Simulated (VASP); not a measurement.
# Ti (Fm-3m) in VASP: a series of runs

The runs below take Ti through single point, with RPBE, revPBE, PBE, BLYP.

Everything below comes from runs of VASP 6.6.1. Logs are shortened: lines on timing, memory, paths and dates and some standing lists are left out, and cuts for length are marked.

**1. The cell of the first run**

It takes space group Fm-3m (No. 225, cubic). Conventional cell: a = 4.060 Å, b = 4.060 Å, c = 4.060 Å, α = 90.00°, β = 90.00°, γ = 90.00°. Within 3.8 Å of Ti (site symmetry m-3m) lie 12 Ti at 2.87 Å.

**2. Single point, RPBE**

Input file INCAR:

```
PREC = Accurate
ENCUT = 520
EDIFF = 1E-7
ISMEAR = -1
SIGMA = 0.05
LREAL = False
LASPH = True
NELM = 100
ALGO = Fast
ISIF = 2
LWAVE = False
LCHARG = False
GGA = RP
NBANDS = 12
```

Input file KPOINTS:

```
Automatic mesh
0
Gamma
  11 11 11
```

Input file POSCAR:

```
Ti
1.0
    0.0000000000      2.0300000000      2.0300000000
    2.0300000000      0.0000000000      2.0300000000
    2.0300000000      2.0300000000      0.0000000000
Ti
1
Direct
    0.0000000000      0.0000000000      0.0000000000
```

Potentials or basis: VASP PAW PBE potentials, release 64 (Ti_sv).

Run with:

```
$ cat potpaw_PBE.64/Ti_sv/POTCAR > POTCAR
$ mpirun -np 1 vasp_std > vasp.out
```

OUTCAR:

```text
PREC = Accurate
   ENCUT = 520
   EDIFF = 1E-7
   ISMEAR = -1
   LREAL = False
   LASPH = True
   NELM = 100
   ISIF = 2
   GGA = RP

 ion  position               nearest neighbor table
   1  0.000  0.000  0.000-

  LATTYP: Found a face centered cubic cell.
 ALAT       =     4.0600000000

  Lattice vectors:

 A1 = (   0.0000000000,   2.0300000000,   2.0300000000)
 A2 = (   2.0300000000,   0.0000000000,   2.0300000000)
 A3 = (   2.0300000000,   2.0300000000,   0.0000000000)

Analysis of symmetry for initial positions (statically):
=====================================================================
 Subroutine PRICEL returns:
 Original cell was already a primitive cell.

 Routine SETGRP: Setting up the symmetry group for a
 face centered cubic supercell.

 Subroutine GETGRP returns: Found 48 space group operations
 (whereof 48 operations were pure point group operations)
 out of a pool of 48 trial point group operations.

The static configuration has the point symmetry O_h .

Analysis of symmetry for dynamics (positions and initial velocities):
=====================================================================
 Subroutine PRICEL returns:
 Original cell was already a primitive cell.

 Routine SETGRP: Setting up the symmetry group for a
 face centered cubic supercell.

 Subroutine GETGRP returns: Found 48 space group operations
 (whereof 48 operations were pure point group operations)
 out of a pool of 48 trial point group operations.

The dynamic configuration has the point symmetry O_h .

 Subroutine INISYM returns: Found 48 space group operations
 (whereof 48 operations are pure point group operations),
 and found     1 'primitive' translations

----------------------------------------------------------------------------------------

                                     Primitive cell

  volume of cell :      16.7309

  direct lattice vectors                    reciprocal lattice vectors
     0.000000000  2.030000000  2.030000000    -0.246305419  0.246305419  0.246305419
     2.030000000  0.000000000  2.030000000     0.246305419 -0.246305419  0.246305419
     2.030000000  2.030000000  0.000000000     0.246305419  0.246305419 -0.246305419

  length of vectors
     2.870853532  2.870853532  2.870853532     0.426613499  0.426613499  0.426613499

  position of ions in fractional coordinates (direct lattice)
     0.000000000  0.000000000  0.000000000

  ion indices of the primitive-cell ions
   primitive index   ion index
                 1           1
[... 74 lines left out ...]
   EDIFFG = 0.1E-05   stopping-criterion for IOM
   NSW    =      0    number of steps for IOM
   IBRION =     -1    ionic relax: 0-MD 1-quasi-New 2-CG
   NFREE  =      0    steps in history (QN), initial steepest desc. (CG)
   ISIF   =      2    stress and relaxation
   ISYM   =      2    0-nonsym 1-usesym 2-fastsym
   POTIM  = 0.5000    time-step for ionic-motion
   TEBEG  =    0.0;   TEEND  =   0.0 temperature during run
   PSTRESS=    0.0 pullay stress
   NELECT =      12.0000    total number of electrons
   NUPDOWN=      -1.0000    fix difference up-down
   EMIN   =  10.00;   EMAX   =-10.00  energy-range for DOS
   EFERMI =   0.00;   METHOD = LEGACY
   ISMEAR =    -1;   SIGMA  =   0.05  broadening in eV -4-tet -1-fermi 0-gaus
   EFERMI_NEDOS =   21; number of points for ismear=-14 and -15
   IALGO  =     68    algorithm
   IMIX   =      4    mixing-type and parameters
     AMIX     =   0.40;   BMIX     =  1.00
     AMIX_MAG =   1.60;   BMIX_MAG =  1.00
  volume/ion in A,a.u.               =      16.73       112.91
  Fermi-wavevector in a.u.,A,eV,Ry     =   1.465421  2.769245 29.217967  2.147460
  Thomas-Fermi vector in A             =   2.581280
   LORBIT       =      0    0 simple, 1 ext, 2 COOP (PROOUT), +10 PAW based schemes
   GGA     = RP    functional components
   LHFCALC =     F    Hartree Fock is set to
   AEXX    =    0.0000 exact exchange contribution
   IVDW    =     0    specifies the selected vdW correction
   LEPSILON=     F    determine dielectric tensor
   LRPA    =     F    only Hartree local field effects (RPA)
 non-spin polarized calculation
 RMM-DIIS sequential band-by-band and
  energy-cutoff  :      520.00
  volume of cell :       16.73
 maximum number of plane-waves:       463
 NGX is ok and might be reduce to    24
   NGX = 11   NGY = 11   NGZ = 11

 number of electron      12.0000002 magnetization

 Free energy of the ion-electron system (eV)
  ---------------------------------------------------
  ext. energy  EPLUGINS =         0.00000000
  ---------------------------------------------------
  free energy    TOTEN  =        -7.36365588 eV

  energy without entropy =       -7.35208128  energy(sigma->0) =       -7.35786858

 E-fermi :   8.7362     XC(G=0): -11.5672

 val. band max:        8.7055109060   @ k =   0.1818   0.1818   0.0000
 cond. band min:       8.7586446648   @ k =   0.2727   0.0000   0.0000
 fundamental gap:      0.0531337588
 Fermi energy:         8.7362206018

 k-point     1 :       0.0000    0.0000    0.0000
  band No.  band energies     occupation
      1     -48.0363      2.00000
      2     -23.7841      2.00000
      3     -23.7841      2.00000
      4     -23.7841      2.00000
      5       2.5318      2.00000
      6       9.6534      0.00000
      7       9.6534      0.00000
      8       9.6534      0.00000
      9      11.3795      0.00000
     10      11.3795      0.00000
     11      24.1478      0.00000
     12      28.8448      0.00000
[... 331 lines left out ...]
 k-point    24 :      -0.1818    0.1818    0.0000
  band No.  band energies     occupation
      1     -47.9435      2.00000
      2     -24.1988      2.00000
      3     -23.9542      2.00000
      4     -23.8316      2.00000
      5       5.0707      2.00000
      6       8.5416      1.96003
      7       9.5674      0.00000
      8      10.5730      0.00000
      9      10.5767      0.00000
     10      12.3694      0.00000
     11      22.5278      0.00000
     12      23.0496      0.00000

 [... further k-points ...]
[... 5 lines left out ...]
  --------------------------------------------------------------------------------------
  -------------------------------------------------------------------------------------
  Total        0.7440031      0.7440031      0.7440031      0.0000000     -0.0000000      0.0000000
  in kB       71.2471011     71.2471011     71.2471011      0.0000000     -0.0000000      0.0000000
  external PRESSURE =      71.2471011 kB  Pullay stress =       0.0000000 kB

 VOLUME and BASIS-vectors are now :
 -----------------------------------------------------------------------------
  energy-cutoff  :      520.00
  volume of cell :       16.73
      direct lattice vectors                 reciprocal lattice vectors
     0.000000000  2.030000000  2.030000000    -0.246305419  0.246305419  0.246305419
     2.030000000  0.000000000  2.030000000     0.246305419 -0.246305419  0.246305419
     2.030000000  2.030000000  0.000000000     0.246305419  0.246305419 -0.246305419

 POSITION                                       TOTAL-FORCE (eV/Angst)
 -----------------------------------------------------------------------------------
      0.00000      0.00000      0.00000        -0.000000      0.000000     -0.000000
 -----------------------------------------------------------------------------------
    total drift:                                0.000000      0.000000      0.000000

  FREE ENERGIE OF THE ION-ELECTRON SYSTEM (eV)
  ---------------------------------------------------
  free  energy   TOTEN  =        -7.3636558803 eV

  energy  without entropy=       -7.3520812825  energy(sigma->0) =       -7.35786858
```

Wall time 36 s (1 thread of AMD EPYC 7R43 (Zen 3), shared host); peak memory 0.11 GiB.

Results:

```yaml
Free_energy: -7.3637 eV
Pressure: 7.1 GPa
Band_gap_on_the_k_mesh: zero (band 6 reaches 9.65 eV, above the bottom of band 7 at 8.45 eV)
```

Caveat: the PAW data sets were made with another functional, which shifts forces and pressure a little.

**3. Single point, revPBE**

Input file INCAR:

```
SYSTEM = Ti
PREC = Accurate ; ENCUT = 520
EDIFF = 1E-6 ; ISMEAR = -1
SIGMA = 0.05 ; LREAL = .False.
LASPH = .True. ; NELM = 100
ALGO = Normal ; ISIF = 2
LWAVE = .False. ; LCHARG = .False.
GGA = RE ; NBANDS = 12
```

Input file KPOINTS:

```
Automatic mesh
0
Gamma
  11 11 11
  0 0 0
```

POSCAR is that of step 2.

Potentials or basis: VASP PAW PBE potentials, release 64 (Ti_sv).

Run with:

```
$ cat potpaw_PBE.64/Ti_sv/POTCAR > POTCAR
$ mpirun -np 1 vasp_std > vasp.out
```

OUTCAR:

```text
SYSTEM = Ti
   PREC = Accurate
   ENCUT = 520
   EDIFF = 1E-6
   ISMEAR = -1
   LREAL = .False.
   LASPH = .True.
   NELM = 100
   ISIF = 2
   GGA = RE

 ion  position               nearest neighbor table
   1  0.000  0.000  0.000-

  LATTYP: Found a face centered cubic cell.
 ALAT       =     4.0600000000

  Lattice vectors:

 A1 = (   0.0000000000,   2.0300000000,   2.0300000000)
 A2 = (   2.0300000000,   0.0000000000,   2.0300000000)
 A3 = (   2.0300000000,   2.0300000000,   0.0000000000)

Analysis of symmetry for initial positions (statically):
=====================================================================
 Subroutine PRICEL returns:
 Original cell was already a primitive cell.

 Routine SETGRP: Setting up the symmetry group for a
 face centered cubic supercell.

 Subroutine GETGRP returns: Found 48 space group operations
 (whereof 48 operations were pure point group operations)
 out of a pool of 48 trial point group operations.

The static configuration has the point symmetry O_h .

Analysis of symmetry for dynamics (positions and initial velocities):
[... 166 lines left out ...]
      1     -48.0293      2.00000
      2     -23.7954      2.00000
      3     -23.7954      2.00000
      4     -23.7954      2.00000
      5       2.5061      2.00000
      6       9.6198      0.00000
      7       9.6198      0.00000
      8       9.6198      0.00000
      9      11.3436      0.00000
     10      11.3436      0.00000
     11      24.1292      0.00000
     12      28.8159      0.00000
[... 331 lines left out ...]
 k-point    24 :      -0.1818    0.1818    0.0000
  band No.  band energies     occupation
      1     -47.9362      2.00000
      2     -24.2109      2.00000
      3     -23.9658      2.00000
      4     -23.8430      2.00000
      5       5.0448      2.00000
      6       8.5097      1.96120
      7       9.5337      0.00000
      8      10.5372      0.00000
      9      10.5438      0.00000
     10      12.3363      0.00000
     11      22.5018      0.00000
     12      23.0259      0.00000

 [... further k-points ...]

------------------------ aborting loop because EDIFF is reached ----------------------------------------

  FORCE on cell =-STRESS in cart. coord.  units (eV):
  Direction    XX          YY          ZZ          XY          YZ          ZX
  --------------------------------------------------------------------------------------
  -------------------------------------------------------------------------------------
  Total        0.6626913      0.6626913      0.6626913     -0.0000000     -0.0000000      0.0000000
  in kB       63.4605329     63.4605329     63.4605329     -0.0000000     -0.0000000      0.0000000
  external PRESSURE =      63.4605329 kB  Pullay stress =       0.0000000 kB

 VOLUME and BASIS-vectors are now :
 -----------------------------------------------------------------------------
  energy-cutoff  :      520.00
  volume of cell :       16.73
      direct lattice vectors                 reciprocal lattice vectors
     0.000000000  2.030000000  2.030000000    -0.246305419  0.246305419  0.246305419
     2.030000000  0.000000000  2.030000000     0.246305419 -0.246305419  0.246305419
     2.030000000  2.030000000  0.000000000     0.246305419  0.246305419 -0.246305419

 POSITION                                       TOTAL-FORCE (eV/Angst)
 -----------------------------------------------------------------------------------
      0.00000      0.00000      0.00000         0.000000      0.000000      0.000000
 -----------------------------------------------------------------------------------
    total drift:                               -0.000000      0.000000      0.000000

  FREE ENERGIE OF THE ION-ELECTRON SYSTEM (eV)
  ---------------------------------------------------
  free  energy   TOTEN  =        -7.4502376645 eV

  energy  without entropy=       -7.4387631759  energy(sigma->0) =       -7.44450042
```

stdout:

```text
POSCAR found type information on POSCAR Ti
 POSCAR found :  1 types and       1 ions
 scaLAPACK will be used
 -----------------------------------------------------------------------------
|                                                                             |
|                                                                             |
|     You enforced a specific xc type in the INCAR file but a different       |
|     I HOPE YOU KNOW WHAT YOU ARE DOING!                                     |
|                                                                             |
 -----------------------------------------------------------------------------

 LDA part: xc-table for (Slater+PW92), standard interpolation
 POSCAR, INCAR and KPOINTS ok, starting setup
 FFT: planning ... GRIDC
 FFT: planning ... GRID_SOFT
 FFT: planning ... GRID
 WAVECAR not read
 entering main loop
```

Run time: 16 s. Hardware: 1 thread of AMD EPYC 7R43 (Zen 3), shared host; peak memory 0.11 GiB.

Results:

| Quantity | Value |
| --- | --- |
| Free energy | -7.4502 eV |
| Pressure | 6.3 GPa |
| Band gap on the k mesh | zero (band 6 reaches 9.62 eV, above the bottom of band 7 at 8.42 eV) |

Caveat: the PAW data sets were made with another functional, which shifts forces and pressure a little.

[end of part 1 of 2]
